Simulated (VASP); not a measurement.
# In (Pm-3m) in VASP: further runs

In is run at these levels: PBE; tasks: single point.

Everything below comes from runs of VASP 6.6.1. Logs are shortened: lines on timing, memory, paths and dates and some standing lists are left out, and cuts for length are marked.

## Step 1: The cell of the first run

It takes space group Pm-3m (No. 221, cubic). The conventional cell has a = 2.962 Å, b = 2.962 Å, c = 2.962 Å, α = 90.00°, β = 90.00°, γ = 90.00°. In (site symmetry m-3m) has 6 In at 2.96 Å within 3.9 Å.

## Step 2: Single point, PBE (volume scaled by 0.88)

INCAR reads:

```
PREC     = Accurate       # precision mode
ENCUT    = 520            # plane-wave cutoff, eV
EDIFF    = 1E-6           # SCF threshold, eV
ISMEAR   = -1             # smearing method
SIGMA    = 0.1            # smearing width, eV
LREAL    = False          # projectors in reciprocal space
LASPH    = True           # aspherical terms in the spheres
NELM     = 100            # most SCF steps
ALGO     = Normal         # electronic algorithm
ISIF     = 2              # what is computed and relaxed
LWAVE    = False          # write WAVECAR
LCHARG   = False          # write CHGCAR
GGA      = PE             # functional
NBANDS   = 12             # bands
```

KPOINTS reads:

```
Automatic mesh
0
Gamma
  11 11 11
```

POSCAR reads:

```
In
1.0
    2.9620022674      0.0000000000      0.0000000000
    0.0000000000      2.9620022674      0.0000000000
    0.0000000000      0.0000000000      2.9620022674
In
1
Direct
    0.0000000000      0.0000000000      0.0000000000
```

Potentials or basis: VASP PAW PBE potentials, release 64 (In_d).

Run with:

```bash
cat potpaw_PBE.64/In_d/POTCAR > POTCAR
mpirun -np 1 vasp_std > vasp.out
```

OUTCAR:

```text
PREC = Accurate
   ENCUT = 520
   EDIFF = 1E-6
   ISMEAR = -1
   LREAL = False
   LASPH = True
   NELM = 100
   ISIF = 2
   GGA = PE

 ion  position               nearest neighbor table
   1  0.000  0.000  0.000-

  LATTYP: Found a simple cubic cell.
 ALAT       =     2.9620022674

  Lattice vectors:

 A1 = (   2.9620022674,   0.0000000000,   0.0000000000)
 A2 = (   0.0000000000,   2.9620022674,   0.0000000000)
 A3 = (   0.0000000000,   0.0000000000,   2.9620022674)

Analysis of symmetry for initial positions (statically):
=====================================================================
 Subroutine PRICEL returns:
 Original cell was already a primitive cell.

 Routine SETGRP: Setting up the symmetry group for a
 simple cubic supercell.

 Subroutine GETGRP returns: Found 48 space group operations
 (whereof 48 operations were pure point group operations)
 out of a pool of 48 trial point group operations.

The static configuration has the point symmetry O_h .

Analysis of symmetry for dynamics (positions and initial velocities):
=====================================================================
 Subroutine PRICEL returns:
 Original cell was already a primitive cell.

 Routine SETGRP: Setting up the symmetry group for a
 simple cubic supercell.

 Subroutine GETGRP returns: Found 48 space group operations
 (whereof 48 operations were pure point group operations)
 out of a pool of 48 trial point group operations.

The dynamic configuration has the point symmetry O_h .

 Subroutine INISYM returns: Found 48 space group operations
 (whereof 48 operations are pure point group operations),
 and found     1 'primitive' translations

----------------------------------------------------------------------------------------

                                     Primitive cell

  volume of cell :      25.9870

  direct lattice vectors                    reciprocal lattice vectors
     2.962002267  0.000000000  0.000000000     0.337609465  0.000000000  0.000000000
     0.000000000  2.962002267  0.000000000     0.000000000  0.337609465  0.000000000
     0.000000000  0.000000000  2.962002267     0.000000000  0.000000000  0.337609465

  length of vectors
     2.962002267  2.962002267  2.962002267     0.337609465  0.337609465  0.337609465

  position of ions in fractional coordinates (direct lattice)
     0.000000000  0.000000000  0.000000000

  ion indices of the primitive-cell ions
   primitive index   ion index
                 1           1

----------------------------------------------------------------------------------------

 KPOINTS: Automatic mesh

Automatic generation of k-mesh.
 Grid dimensions read from file:
 generate k-points for:   11   11   11

 Generating k-lattice:

  Cartesian coordinates                     Fractional coordinates (reciprocal lattice)
     0.030691770  0.000000000  0.000000000     0.090909091  0.000000000  0.000000000
     0.000000000  0.030691770  0.000000000     0.000000000  0.090909091  0.000000000
     0.000000000  0.000000000  0.030691770     0.000000000  0.000000000  0.090909091

  Length of vectors
     0.030691770  0.030691770  0.030691770

  Shift w.r.t. Gamma in fractional coordinates (k-lattice)
     0.000000000  0.000000000  0.000000000

 Subroutine IBZKPT returns following result:
 ===========================================

 Found     56 irreducible k-points:

 Following reciprocal coordinates:
            Coordinates               Weight
  0.000000  0.000000  0.000000      1.000000
  0.090909  0.000000  0.000000      6.000000
  0.181818  0.000000  0.000000      6.000000
  0.272727  0.000000  0.000000      6.000000
  0.363636  0.000000  0.000000      6.000000
  0.454545  0.000000  0.000000      6.000000
[... 16 lines left out ...]
  0.181818  0.090909  0.090909     24.000000
  0.272727  0.090909  0.090909     24.000000
 [... further k-points ...]
   k-points           NKPTS =     56   k-points in BZ     NKDIM =     56   number of bands    NBANDS=     12
   number of dos      NEDOS =    301   number of ions     NIONS =      1
   total plane-waves  NPLWV =  13824
   dimension x,y,z NGX =    24 NGY =   24 NGZ =   24
   dimension x,y,z NGXF=    48 NGYF=   48 NGZF=   48
   ions per type =               1
   NGX,Y,Z   is equivalent  to a cutoff of  13.47, 13.47, 13.47 a.u.
   NGXF,Y,Z  is equivalent  to a cutoff of  26.94, 26.94, 26.94 a.u.
 SYSTEM =  unknown system
   PREC   = accura    normal or accurate (medium, high low for compatibility)
   ISTART =      0    job   : 0-new  1-cont  2-samecut
   ICHARG =      2    charge: 1-file 2-atom 10-const
   ISPIN  =      1    spin polarized calculation?
   LNONCOLLINEAR =      F non collinear calculations
   LSORBIT =      F    spin-orbit coupling
   LASPH  =      T    aspherical Exc in radial PAW
   ENCUT  =  520.0 eV  38.22 Ry    6.18 a.u.   5.51  5.51  5.51*2*pi/ulx,y,z
   NELM   =    100;   NELMIN=  2; NELMDL= -5     # of ELM steps
   EDIFF  = 0.1E-05   stopping-criterion for ELM
   LREAL  =      F    real-space projection
   EDIFFG = 0.1E-04   stopping-criterion for IOM
   NSW    =      0    number of steps for IOM
   IBRION =     -1    ionic relax: 0-MD 1-quasi-New 2-CG
   NFREE  =      0    steps in history (QN), initial steepest desc. (CG)
   ISIF   =      2    stress and relaxation
   ISYM   =      2    0-nonsym 1-usesym 2-fastsym
   POTIM  = 0.5000    time-step for ionic-motion
   TEBEG  =    0.0;   TEEND  =   0.0 temperature during run
   PSTRESS=    0.0 pullay stress
   NELECT =      13.0000    total number of electrons
   NUPDOWN=      -1.0000    fix difference up-down
   EMIN   =  10.00;   EMAX   =-10.00  energy-range for DOS
   EFERMI =   0.00;   METHOD = LEGACY
   ISMEAR =    -1;   SIGMA  =   0.10  broadening in eV -4-tet -1-fermi 0-gaus
   EFERMI_NEDOS =   21; number of points for ismear=-14 and -15
   IALGO  =     38    algorithm
   IMIX   =      4    mixing-type and parameters
     AMIX     =   0.40;   BMIX     =  1.00
     AMIX_MAG =   1.60;   BMIX_MAG =  1.00
  volume/ion in A,a.u.               =      25.99       175.37
  Fermi-wavevector in a.u.,A,eV,Ry     =   1.299583  2.455855 22.979083  1.688915
  Thomas-Fermi vector in A             =   2.430837
   LORBIT       =      0    0 simple, 1 ext, 2 COOP (PROOUT), +10 PAW based schemes
   GGA     = PE    functional components
   LHFCALC =     F    Hartree Fock is set to
   AEXX    =    0.0000 exact exchange contribution
   IVDW    =     0    specifies the selected vdW correction
   LEPSILON=     F    determine dielectric tensor
   LRPA    =     F    only Hartree local field effects (RPA)
 non-spin polarized calculation
  energy-cutoff  :      520.00
  volume of cell :       25.99
 maximum number of plane-waves:       739
 NGX is ok and might be reduce to    24
   NGX = 11   NGY = 11   NGZ = 11

 number of electron      13.0000000 magnetization

 Free energy of the ion-electron system (eV)
  ---------------------------------------------------
  ext. energy  EPLUGINS =         0.00000000
  ---------------------------------------------------
  free energy    TOTEN  =        -2.41648592 eV

  energy without entropy =       -2.39724018  energy(sigma->0) =       -2.40686305

 E-fermi :   7.4148     XC(G=0): -10.2073

 val. band max:        7.4121319763   @ k =   0.4545   0.4545   0.1818
 cond. band min:       7.5245281961   @ k =   0.4545   0.4545   0.0000
 fundamental gap:      0.1123962198
 Fermi energy:         7.4147596632

 k-point     1 :       0.0000    0.0000    0.0000
  band No.  band energies     occupation
      1      -7.7481      2.00000
      2      -7.7481      2.00000
      3      -6.8541      2.00000
      4      -6.8541      2.00000
      5      -6.8541      2.00000
      6      -2.1904      2.00000
      7      15.1561      0.00000
      8      15.1561      0.00000
      9      15.1561      0.00000
     10      18.4905      0.00000
     11      18.4905      0.00000
     12      19.8676      0.00000

 k-point     2 :       0.0909    0.0000    0.0000
  band No.  band energies     occupation
      1      -7.7432      2.00000
      2      -7.6992      2.00000
      3      -6.8743      2.00000
      4      -6.8743      2.00000
      5      -6.8524      2.00000
      6      -2.0398      2.00000
      7      13.4285      0.00000
      8      15.3342      0.00000
      9      15.3342      0.00000
     10      18.5678      0.00000
     11      19.2509      0.00000
     12      21.1005      0.00000

 k-point     3 :       0.1818    0.0000    0.0000
  band No.  band energies     occupation
      1      -7.7304      2.00000
      2      -7.5698      2.00000
      3      -6.9280      2.00000
      4      -6.9280      2.00000
      5      -6.8479      2.00000
      6      -1.5819      2.00000
      7      10.8004      0.00000
      8      15.8521      0.00000
      9      15.8521      0.00000
     10      18.8009      0.00000
     11      19.5888      0.00000
     12      24.1714      0.00000
[... 286 lines left out ...]
 k-point    23 :       0.1818    0.0909    0.0909
  band No.  band energies     occupation
      1      -7.6543      2.00000
      2      -7.5331      2.00000
      3      -6.9534      2.00000
      4      -6.9475      2.00000
      5      -6.8884      2.00000
      6      -1.2816      2.00000
      7      11.0913      0.00000
      8      14.0883      0.00000
      9      14.3897      0.00000
     10      20.8649      0.00000
     11      21.5015      0.00000
     12      24.1328      0.00000

 k-point    24 :       0.2727    0.0909    0.0909
  band No.  band energies     occupation
      1      -7.6378      2.00000
      2      -7.3610      2.00000
      3      -7.0272      2.00000
      4      -7.0193      2.00000
      5      -6.8818      2.00000
      6      -0.5081      2.00000
      7       8.5540      0.00002
      8      14.8315      0.00000
      9      15.1351      0.00000
     10      21.0612      0.00000
     11      21.5243      0.00000
     12      23.3531      0.00000

 [... further k-points ...]
[... 5 lines left out ...]
  --------------------------------------------------------------------------------------
  -------------------------------------------------------------------------------------
  Total        0.9048853      0.9048853      0.9048853     -0.0000000     -0.0000000     -0.0000000
  in kB       55.7889200     55.7889200     55.7889200     -0.0000000     -0.0000000     -0.0000000
  external PRESSURE =      55.7889200 kB  Pullay stress =       0.0000000 kB

 VOLUME and BASIS-vectors are now :
 -----------------------------------------------------------------------------
  energy-cutoff  :      520.00
  volume of cell :       25.99
      direct lattice vectors                 reciprocal lattice vectors
     2.962002267  0.000000000  0.000000000     0.337609465  0.000000000  0.000000000
     0.000000000  2.962002267  0.000000000     0.000000000  0.337609465  0.000000000
     0.000000000  0.000000000  2.962002267     0.000000000  0.000000000  0.337609465

 POSITION                                       TOTAL-FORCE (eV/Angst)
 -----------------------------------------------------------------------------------
      0.00000      0.00000      0.00000         0.000000      0.000000      0.000000
 -----------------------------------------------------------------------------------
    total drift:                                0.000000     -0.000000      0.000000

  FREE ENERGIE OF THE ION-ELECTRON SYSTEM (eV)
  ---------------------------------------------------
  free  energy   TOTEN  =        -2.4164859199 eV

  energy  without entropy=       -2.3972401771  energy(sigma->0) =       -2.40686305
```

It took 6.3 s on 1 thread of Intel Xeon Platinum 8559C (Emerald Rapids), shared host; peak memory 0.14 GiB.

What came out:

```yaml
Free_energy: -2.4165 eV
Pressure: 5.6 GPa
```

Levels at points of the mesh, in eV from the Fermi level:
```
           k point  band 4  band 5  band 6  band 7  band 8  band 9
(0.00, 0.00, 0.00)  -14.27  -14.27   -9.61    7.74    7.74    7.74
```

Caveat: the cell differs from its parent crystal (volume scaled by 0.88); spin-orbit coupling is left out, which moves the levels of the heavy elements.

## Step 3: Single point, PBE (volume scaled by 0.92)

INCAR reads:

```
ALGO = Normal ; EDIFF = 1E-7
ENCUT = 520 ; GGA = PE
ISIF = 2 ; ISMEAR = -1
LASPH = True ; LCHARG = False
LREAL = False ; LWAVE = False
NBANDS = 12 ; NELM = 60
PREC = Accurate ; SIGMA = 0.1
```

KPOINTS reads:

```
k-points
0
Gamma
  11 11 11
```

POSCAR reads:

```
In
1.0
    3.0062177751      0.0000000000      0.0000000000
    0.0000000000      3.0062177751      0.0000000000
    0.0000000000      0.0000000000      3.0062177751
In
1
Direct
    0.0000000000      0.0000000000      0.0000000000
```

Potentials or basis: VASP PAW PBE potentials, release 64 (In_d).

Run with:

```bash
cat potpaw_PBE.64/In_d/POTCAR > POTCAR
mpirun -np 1 vasp_std > vasp.out
```

Run time: 8.3 s. Hardware: 1 thread of Intel Xeon Platinum 8559C (Emerald Rapids), shared host; peak memory 0.14 GiB.

It converged, with:

```
Free energy : -2.4497 eV
Pressure    : 3.3 GPa
```

Levels at points of the mesh, in eV from the Fermi level:
```csv
k point,band 3,band 4,band 5,band 6,band 7,band 8,band 9,band 10
"(0.00, 0.00, 0.00)",-14.26,-14.26,-14.26,-9.31,7.52,7.52,7.52,10.78
```

Caveat: the cell differs from its parent crystal (volume scaled by 0.92); spin-orbit coupling is left out, which moves the levels of the heavy elements.

## Step 4: Single point, PBE (volume scaled by 0.96)

INCAR reads:

```
SYSTEM = In
PREC = Accurate
ENCUT = 520
EDIFF = 1E-6
ISMEAR = -1
SIGMA = 0.1
LREAL = .FALSE.
LASPH = .TRUE.
NELM = 80
ALGO = Normal
ISIF = 2
LWAVE = .FALSE.
LCHARG = .FALSE.
GGA = PE
NBANDS = 12
```

KPOINTS reads:

```
Automatic mesh
0
G
  11 11 11
  0 0 0
```

POSCAR reads:

```
In
1.0
    3.0491695463      0.0000000000      0.0000000000
    0.0000000000      3.0491695463      0.0000000000
    0.0000000000      0.0000000000      3.0491695463
In
1
Direct
    0.0000000000      0.0000000000      0.0000000000
```

Run with:

```bash
cat potpaw_PBE.64/In_d/POTCAR > POTCAR
mpirun -np 1 vasp_std > vasp.out
```

Run time: 7.2 s. Hardware: 1 thread of Intel Xeon Platinum 8559C (Emerald Rapids), shared host; peak memory 0.14 GiB.

It converged, with:

* Free energy: -2.4680 eV
* Pressure: 1.5 GPa

Levels at points of the mesh, in eV from the Fermi level:
```csv
k point,band 2,band 3,band 4,band 5,band 6,band 7,band 8,band 9,band 10,band 11
"(0.00, 0.00, 0.00)",-14.97,-14.25,-14.25,-14.25,-9.05,7.30,7.30,7.30,10.51,10.51
```

Caveat: the cell differs from its parent crystal (volume scaled by 0.96); spin-orbit coupling is left out, which moves the levels of the heavy elements.

## Step 5: Single point, PBE

This run uses another cell than the first one, of 29.53 Å³/atom, 1.136 times its volume.

INCAR reads:

```
SYSTEM = In
ALGO = Normal
EDIFF = 1E-6
ENCUT = 520
GGA = PE
ISIF = 2
ISMEAR = -1
LASPH = .True.
LCHARG = .True.
LELF = .True.
LREAL = .False.
LVHAR = .True.
LWAVE = .False.
NBANDS = 12
NELM = 60
PREC = Accurate
SIGMA = 0.1
```

KPOINTS reads:

```
k-points
0
Gamma
  10 10 10
  0 0 0
```

POSCAR reads:

```
In
1.0
    3.0909441833      0.0000000000      0.0000000000
    0.0000000000      3.0909441833      0.0000000000
    0.0000000000      0.0000000000      3.0909441833
In
1
Direct
    0.0000000000      0.0000000000      0.0000000000
```

Run with:

```bash
cat potpaw_PBE.64/In_d/POTCAR > POTCAR
mpirun -np 1 vasp_std > vasp.out
```

It took 7.7 s on 1 thread of Intel Xeon Platinum 8559C (Emerald Rapids), shared host; peak memory 0.14 GiB.

The run converged. Its results:

| Quantity | Value |
| --- | --- |
| Free energy | -2.4801 eV |
| Pressure | 0.0 GPa |

Levels at points of the mesh, in eV from the Fermi level:
| k point | band 2 | band 3 | band 4 | band 5 | band 6 | band 7 | band 8 | band 9 | band 10 | band 11 |
| --- | --- | --- | --- | --- | --- | --- | --- | --- | --- | --- |
| (0.00, 0.00, 0.00) | -14.94 | -14.30 | -14.30 | -14.30 | -8.85 | 7.06 | 7.06 | 7.06 | 10.21 | 10.21 |
| (0.50, 0.00, 0.00) | -14.49 | -14.47 | -14.47 | -14.28 | -5.39 | -3.26 | 9.97 | 9.97 | 12.52 | 12.53 |
| (0.50, 0.50, 0.00) | -14.69 | -14.45 | -14.45 | -14.11 | -1.79 | -0.60 | -0.60 | 3.83 | 13.30 | 15.03 |
| (0.50, 0.50, 0.50) | -14.70 | -14.70 | -14.10 | -14.10 | 2.00 | 2.00 | 2.00 | 2.41 | 7.03 | 7.03 |

Caveat: spin-orbit coupling is left out, which moves the levels of the heavy elements.

(Part 1 of 2 ends here.)
